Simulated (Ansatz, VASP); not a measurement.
Na in VASP and in Ansatz

The input INCAR:

```
SYSTEM = Na
ALGO = Fast
EDIFF = 1E-7
ENCUT = 520
GGA = PS
ISIF = 2
ISMEAR = 0
LASPH = .TRUE.
LCHARG = .FALSE.
LREAL = .FALSE.
LWAVE = .FALSE.
NBANDS = 14
NELM = 100
PREC = Accurate
SIGMA = 0.15
```

File KPOINTS:

```
k-points
0
G
  12 12 10
  0 0 0
```

The input POSCAR:

```
Na
1.0
    0.0000000000     -3.7271439106      0.0000000000
   -3.7271439106      0.0000000000      0.0000000000
    0.0000000000      0.0000000000     -5.2241838134
Na
2
Direct
    0.5000000000      0.6094671979      0.5403316590
    0.0000000000     -0.1094671979     -0.0403316590
```

Input for Ansatz:

```yaml
crystal:
  lattice:
    - [0.0, -3.7271439106, 0.0]
    - [-3.7271439106, 0.0, 0.0]
    - [0.0, 0.0, -5.2241838134]
  atoms:
    - { symbol: Na, position: [0.5, 0.6094671979, 0.540331659] }
    - { symbol: Na, position: [0.0, -0.1094671979, -0.040331659] }
basis:
  ecutwfc: 520.0
kpoints:
  mp_grid: { grid: [12, 12, 10] }
hamiltonian:
  xc: pbesol
scf:
  occupations: { method: gaussian, width: 0.15 }
output:
  forces: true
  stress: true
  eigenvalues: true
```

Change from the starting cell: mode 4 frozen in at -0.408 Å and mode 6 at -0.211 Å (largest displacements).

Alike in both runs: task single point; functional PBEsol; k mesh 12 × 12 × 10; occupations gaussian, width 0.15 eV; no spin polarisation.

```csv
,VASP,Ansatz
version,VASP 6.6.1,Ansatz 0.2.0
potentials or method,"VASP PAW PBE potentials, release 64 (Na_pv), cutoff 520 eV","scalar-relativistic, plane waves, PAW"
valence electrons in the cell,14,18
```

```tsv
	VASP	Ansatz	Ansatz less VASP
gap on the k mesh at the Fermi level (eV)	none	none	-
pressure (GPa)	0.7	0.7	0.00
traceless stress, the component that is largest in VASP (GPa)	-1.13	-1.13	+0.001
rms of the force components (eV/Å)	0.316	0.315	-0.0010
```

VASP's potentials were made for PBE, not for PBEsol. Atom by atom the forces differ by 0.001 eV/Å (rms over components). A gap of «none» marks a metal or a gap that the smearing closes. The functional is the same, so the differences come from potentials, cutoffs and numerics. VASP's potentials hold 14 valence electrons a cell and Ansatz's 18, so a difference there can come from the potentials and not from the codes.
